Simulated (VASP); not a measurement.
CdS, 4 atoms in the cell. The structure is hexagonal, space group P6_3mc (No. 186). Conventional cell: a = 4.150 Å, b = 4.150 Å, c = 6.737 Å, α = 90.00°, β = 90.00°, γ = 120.00°. Cd (site symmetry 3m) has 4 S at 2.53 to 2.54 Å within 3.3 Å. S (site symmetry 3m) has 4 Cd at 2.53 to 2.54 Å within 3.3 Å. 

```yaml
Program: VASP 6.6.1
Task: relaxation of cell and atoms
Functional: r2SCAN
Potentials_or_basis: VASP PAW PBE potentials, release 64 (Cd, S)
Cutoff: 600 eV
k_mesh: 6 × 6 × 4
Occupations: gaussian, width 0.02 eV
Spin: no spin polarisation
Dipole_correction: no
Further_INCAR_settings: ALGO = Normal; EDIFF = 1e-07; IBRION = 2; EDIFFG = -0.005; NSW = 100; ISIF = 3
```

Potentials or basis: VASP PAW PBE potentials, release 64 (Cd, S).

Launch:

```bash
$ cat potpaw_PBE.64/Cd/POTCAR potpaw_PBE.64/S/POTCAR > POTCAR
$ cp INCAR.step1 INCAR
$ mpirun -np 1 vasp_std > vasp.out
$ cp INCAR.step2 INCAR
$ mpirun -np 1 vasp_std > vasp.out
```

Hardware: 1 thread of Intel(R) Xeon(R) 6975P-C (Granite Rapids) (shared host).

Q: How long does it take, and how much memory?

A: Wall time 22 min on 1 thread of Intel(R) Xeon(R) 6975P-C (Granite Rapids), on a shared host, peak memory 0.3 GiB. Counts: k points 21, ion steps 9.
